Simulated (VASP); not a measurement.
# Pd (P6/mmm) in VASP: further runs

Pd is run at these levels: PBE; tasks: single point.

All numbers are computed with VASP 6.6.1; they aren't measurements. Logs are shortened: lines on timing, memory, paths and dates and some standing lists are left out, and cuts for length are marked.

## 1. The cell of the first run

It takes space group P6/mmm (No. 191, hexagonal). Conventional cell: a = 2.288 Å, b = 2.288 Å, c = 2.198 Å, α = 90.00°, β = 90.00°, γ = 120.00°. Pd (site symmetry 6/mmm) has 8 Pd at 2.20 to 2.29 Å within 2.9 Å.

## 2. Single point, PBE (volume scaled by 0.6)

File INCAR:

```
ALGO     = Normal         # electronic algorithm
EDIFF    = 1E-7           # SCF threshold, eV
ENCUT    = 520            # plane-wave cutoff, eV
GGA      = PE             # functional
ISIF     = 2              # what is computed and relaxed
ISMEAR   = -1             # smearing method
LASPH    = T              # aspherical terms in the spheres
LCHARG   = F              # write CHGCAR
LREAL    = F              # projectors in reciprocal space
LWAVE    = F              # write WAVECAR
NBANDS   = 11             # bands
NELM     = 100            # most SCF steps
PREC     = Accurate       # precision mode
SIGMA    = 0.08           # smearing width, eV
```

File KPOINTS:

```
k-points
0
Gamma
  16 16 15
```

File POSCAR:

```
Pd
1.0
    2.2883034072      0.0000000000      0.0000000000
   -1.1441517036      1.9817288822      0.0000000000
    0.0000000000      0.0000000000      2.1982187296
Pd
1
Direct
    0.0000000000      0.0000000000      0.0000000000
```

Potentials or basis: VASP PAW PBE potentials, release 64 (Pd).

The run is started by

```console
> cat potpaw_PBE.64/Pd/POTCAR > POTCAR
> mpirun -np 1 vasp_std > vasp.out
```

OUTCAR:

```text
EDIFF = 1E-7
   ENCUT = 520
   GGA = PE
   ISIF = 2
   ISMEAR = -1
   LASPH = T
   LREAL = F
   NELM = 100
   PREC = Accurate

 ion  position               nearest neighbor table
   1  0.000  0.000  0.000-

  LATTYP: Found a hexagonal cell.
 ALAT       =     2.2883034072
 C/A-ratio  =     0.9606325467

  Lattice vectors:

 A1 = (   2.2883034072,   0.0000000000,   0.0000000000)
 A2 = (  -1.1441517036,   1.9817288822,   0.0000000000)
 A3 = (   0.0000000000,   0.0000000000,   2.1982187296)

Analysis of symmetry for initial positions (statically):
=====================================================================
 Subroutine PRICEL returns:
 Original cell was already a primitive cell.

 Routine SETGRP: Setting up the symmetry group for a
 hexagonal supercell.

 Subroutine GETGRP returns: Found 24 space group operations
 (whereof 24 operations were pure point group operations)
 out of a pool of 24 trial point group operations.

The static configuration has the point symmetry D_6h.

Analysis of symmetry for dynamics (positions and initial velocities):
=====================================================================
 Subroutine PRICEL returns:
 Original cell was already a primitive cell.

 Routine SETGRP: Setting up the symmetry group for a
 hexagonal supercell.

 Subroutine GETGRP returns: Found 24 space group operations
 (whereof 24 operations were pure point group operations)
 out of a pool of 24 trial point group operations.

The dynamic configuration has the point symmetry D_6h.

 Subroutine INISYM returns: Found 24 space group operations
 (whereof 24 operations are pure point group operations),
 and found     1 'primitive' translations

----------------------------------------------------------------------------------------

                                     Primitive cell

  volume of cell :       9.9685

  direct lattice vectors                    reciprocal lattice vectors
     2.288303407  0.000000000  0.000000000     0.437004987  0.252304947  0.000000000
    -1.144151704  1.981728882  0.000000000     0.000000000  0.504609893  0.000000000
     0.000000000  0.000000000  2.198218730     0.000000000  0.000000000  0.454913784

  length of vectors
     2.288303407  2.288303407  2.198218730     0.504609893  0.504609893  0.454913784

  position of ions in fractional coordinates (direct lattice)
     0.000000000  0.000000000  0.000000000

  ion indices of the primitive-cell ions
[... 68 lines left out ...]
   ISPIN  =      1    spin polarized calculation?
   LNONCOLLINEAR =      F non collinear calculations
   LSORBIT =      F    spin-orbit coupling
   LASPH  =      T    aspherical Exc in radial PAW
   ENCUT  =  520.0 eV  38.22 Ry    6.18 a.u.   4.25  4.25  4.09*2*pi/ulx,y,z
   NELM   =    100;   NELMIN=  2; NELMDL= -5     # of ELM steps
   EDIFF  = 0.1E-06   stopping-criterion for ELM
   LREAL  =      F    real-space projection
   EDIFFG = 0.1E-05   stopping-criterion for IOM
   NSW    =      0    number of steps for IOM
   IBRION =     -1    ionic relax: 0-MD 1-quasi-New 2-CG
   NFREE  =      0    steps in history (QN), initial steepest desc. (CG)
   ISIF   =      2    stress and relaxation
   ISYM   =      2    0-nonsym 1-usesym 2-fastsym
   POTIM  = 0.5000    time-step for ionic-motion
   TEBEG  =    0.0;   TEEND  =   0.0 temperature during run
   PSTRESS=    0.0 pullay stress
   NELECT =      10.0000    total number of electrons
   NUPDOWN=      -1.0000    fix difference up-down
   EMIN   =  10.00;   EMAX   =-10.00  energy-range for DOS
   EFERMI =   0.00;   METHOD = LEGACY
   ISMEAR =    -1;   SIGMA  =   0.08  broadening in eV -4-tet -1-fermi 0-gaus
   EFERMI_NEDOS =   21; number of points for ismear=-14 and -15
   IALGO  =     38    algorithm
   IMIX   =      4    mixing-type and parameters
     AMIX     =   0.40;   BMIX     =  1.00
     AMIX_MAG =   1.60;   BMIX_MAG =  1.00
  volume/ion in A,a.u.               =       9.97        67.27
  Fermi-wavevector in a.u.,A,eV,Ry     =   1.638822  3.096925 36.541699  2.685739
  Thomas-Fermi vector in A             =   2.729731
   LORBIT       =      0    0 simple, 1 ext, 2 COOP (PROOUT), +10 PAW based schemes
   GGA     = PE    functional components
[... 5 lines left out ...]
 non-spin polarized calculation
  energy-cutoff  :      520.00
  volume of cell :        9.97
 maximum number of plane-waves:       284
 NGX is ok and might be reduce to    18
   NGX =  9   NGY =  9   NGZ =  9

 number of electron      10.0000005 magnetization

 Free energy of the ion-electron system (eV)
  ---------------------------------------------------
  ext. energy  EPLUGINS =         0.00000000
  ---------------------------------------------------
  free energy    TOTEN  =        -1.57950089 eV

  energy without entropy =       -1.56629781  energy(sigma->0) =       -1.57289935

 E-fermi :  18.4053     XC(G=0): -15.6913

 val. band max:       18.4042924099   @ k =   0.1875   0.1875   0.0000
 cond. band min:      18.4137876619   @ k =   0.1250   0.0000   0.0667
 fundamental gap:      0.0094952520
 Fermi energy:        18.4053494382

 k-point     1 :       0.0000    0.0000    0.0000
  band No.  band energies     occupation
      1       7.6969      2.00000
      2       8.6705      2.00000
      3      12.7507      2.00000
      4      12.7507      2.00000
      5      18.7282      0.03472
      6      18.7282      0.03472
      7      34.9946      0.00000
      8      37.7893      0.00000
      9      42.5840      0.00000
     10      46.0383      0.00000
     11      46.0383      0.00000
[... 309 lines left out ...]
 k-point    24 :       0.2500    0.1875    0.0000
  band No.  band energies     occupation
      1      10.2838      2.00000
      2      10.4910      2.00000
      3      12.7721      2.00000
      4      15.5651      2.00000
      5      17.4190      1.99999
      6      20.2481      0.00000
      7      32.4439      0.00000
      8      33.7000      0.00000
      9      42.3114      0.00000
     10      42.6634      0.00000
     11      47.3293      0.00000

 [... further k-points ...]
[... 5 lines left out ...]
  --------------------------------------------------------------------------------------
  -------------------------------------------------------------------------------------
  Total       17.2202164     17.2202164     16.9469919      0.0000000     -0.0000000      0.0000000
  in kB     2767.7090748   2767.7090748   2723.7952254      0.0000000     -0.0000000      0.0000000
  external PRESSURE =    2753.0711250 kB  Pullay stress =       0.0000000 kB

 VOLUME and BASIS-vectors are now :
 -----------------------------------------------------------------------------
  energy-cutoff  :      520.00
  volume of cell :        9.97
      direct lattice vectors                 reciprocal lattice vectors
     2.288303407  0.000000000  0.000000000     0.437004987  0.252304947  0.000000000
    -1.144151704  1.981728882  0.000000000     0.000000000  0.504609893  0.000000000
     0.000000000  0.000000000  2.198218730     0.000000000  0.000000000  0.454913784

 POSITION                                       TOTAL-FORCE (eV/Angst)
 -----------------------------------------------------------------------------------
      0.00000      0.00000      0.00000         0.000000      0.000000      0.000000
 -----------------------------------------------------------------------------------
    total drift:                                0.000000      0.000000      0.000000

  FREE ENERGIE OF THE ION-ELECTRON SYSTEM (eV)
  ---------------------------------------------------
  free  energy   TOTEN  =        -1.5795008854 eV

  energy  without entropy=       -1.5662978139  energy(sigma->0) =       -1.57289935
```

OSZICAR:

```text
N       E                     dE             d eps       ncg     rms          rms(c)
DAV:   1     0.475058355321E+02    0.47506E+02   -0.53744E+03  5360   0.897E+02
DAV:   2    -0.142870408282E+01   -0.48935E+02   -0.47197E+02  5797   0.200E+02
DAV:   3    -0.190342997931E+01   -0.47473E+00   -0.47420E+00  6684   0.214E+01
DAV:   4    -0.190469991432E+01   -0.12699E-02   -0.12698E-02  6631   0.108E+00
DAV:   5    -0.190470687214E+01   -0.69578E-05   -0.69588E-05  6807   0.713E-02    0.257E+01
DAV:   6    -0.167557684256E+01    0.22913E+00   -0.16776E-01  6465   0.355E+00    0.148E+01
DAV:   7    -0.158221530186E+01    0.93362E-01   -0.70682E-02  6189   0.205E+00    0.174E+00
DAV:   8    -0.157952097346E+01    0.26943E-02   -0.10628E-02  6246   0.107E+00    0.961E-02
DAV:   9    -0.157949715619E+01    0.23817E-04   -0.99433E-05  6459   0.100E-01    0.220E-02
DAV:  10    -0.157950185615E+01   -0.47000E-05   -0.56787E-06  7475   0.194E-02    0.439E-03
DAV:  11    -0.157950122625E+01    0.62990E-06   -0.27247E-07  6478   0.545E-03    0.126E-03
DAV:  12    -0.157950084754E+01    0.37871E-06   -0.10573E-08  4199   0.100E-03    0.312E-04
DAV:  13    -0.157950088538E+01   -0.37839E-07   -0.11667E-09  3051   0.237E-04
   1 F= -.15795009E+01 E0= -.15728993E+01  d E =-.132031E-01
```

Wall time 23 s (1 thread of Intel Xeon Platinum 8488C (Sapphire Rapids), shared host); peak memory 0.14 GiB.

What came out:

| Property | Result |
| --- | --- |
| Free energy | -1.5795 eV |
| Pressure | 275.3 GPa |
| Band gap on the k mesh | zero (band 5 reaches 20.64 eV, above the bottom of band 6 at 15.62 eV) |

Stress tensor (GPa, compression positive):
```
276.77   0.00   0.00
  0.00 276.77   0.00
  0.00   0.00 272.38
```

## 3. Single point, PBE (volume scaled by 0.6)

File INCAR:

```
SYSTEM = Pd
ALGO = Normal ; EDIFF = 1E-6
ENCUT = 520 ; GGA = PE
ISIF = 2 ; ISMEAR = -1
LASPH = .TRUE. ; LCHARG = .TRUE.
LELF = .TRUE. ; LREAL = .FALSE.
LVHAR = .TRUE. ; LWAVE = .FALSE.
NBANDS = 11 ; NELM = 60
PREC = Accurate ; SIGMA = 0.08
```

File KPOINTS:

```
k-points
0
G
  16 16 15
  0 0 0
```

POSCAR is that of step 2.

Potentials or basis: VASP PAW PBE potentials, release 64 (Pd).

The run is started by

```console
> cat potpaw_PBE.64/Pd/POTCAR > POTCAR
> mpirun -np 1 vasp_std > vasp.out
```

Run time: 21 s. Hardware: 1 thread of Intel Xeon Platinum 8488C (Sapphire Rapids), shared host; peak memory 0.14 GiB.

Results (log left out):

- Free energy: -1.5795 eV
- Pressure: 275.3 GPa
- Band gap on the k mesh: zero (band 5 reaches 20.64 eV, above the bottom of band 6 at 15.62 eV)

Stress tensor (GPa, compression positive):
```
276.73   0.00   0.00
  0.00 276.73   0.00
  0.00   0.00 272.32
```

Levels at points of the mesh, in eV from the Fermi level:
| k point | band 3 | band 4 | band 5 | band 6 | band 7 | band 8 |
| --- | --- | --- | --- | --- | --- | --- |
| (0.00, 0.00, 0.00) | -5.65 | -5.65 | 0.32 | 0.32 | 16.59 | 19.38 |
| (0.50, 0.00, 0.00) | -3.62 | -0.52 | -0.04 | 0.85 | 10.99 | 17.65 |

## 4. Single point, PBE (volume scaled by 0.68)

File INCAR:

```
SYSTEM = Pd
PREC = Accurate
ENCUT = 520
EDIFF = 1E-6
ISMEAR = -1
SIGMA = 0.08
LREAL = .FALSE.
LASPH = .TRUE.
NELM = 80
ALGO = Normal
ISIF = 2
LWAVE = .FALSE.
LCHARG = .FALSE.
GGA = PE
NBANDS = 11
```

File KPOINTS:

```
regular mesh
0
G
  16 16 15
  0 0 0
```

File POSCAR:

```
Pd
1.0
    2.3831717369      0.0000000000      0.0000000000
   -1.1915858685      2.0638872657      0.0000000000
    0.0000000000      0.0000000000      2.2969159375
Pd
1
Direct
    0.0000000000      0.0000000000      0.0000000000
```

The run is started by

```console
> cat potpaw_PBE.64/Pd/POTCAR > POTCAR
> mpirun -np 1 vasp_std > vasp.out
```

It took 23 s on 1 thread of Intel Xeon Platinum 8488C (Sapphire Rapids), shared host; peak memory 0.14 GiB.

Results (log left out):

| Property | Result |
| --- | --- |
| Free energy | -3.3001 eV |
| Pressure | 151.1 GPa |
| Band gap on the k mesh | zero (band 5 reaches 17.09 eV, above the bottom of band 6 at 13.05 eV) |

Stress tensor (GPa, compression positive):
```
151.58   0.00   0.00
  0.00 151.58   0.00
  0.00   0.00 150.26
```

Levels at points of the mesh, in eV from the Fermi level:
```tsv
k point	band 1	band 2	band 3	band 4	band 5	band 6	band 7	band 8	band 9	band 10
(0.00, 0.00, 0.00)	-9.50	-8.11	-4.66	-4.66	0.23	0.23	17.16	18.55	24.79	26.53
(0.50, 0.00, 0.00)	-8.60	-6.39	-2.97	-0.45	0.26	0.69	9.67	17.00	21.04	24.76
```

(Continued in part 2 of 2.)
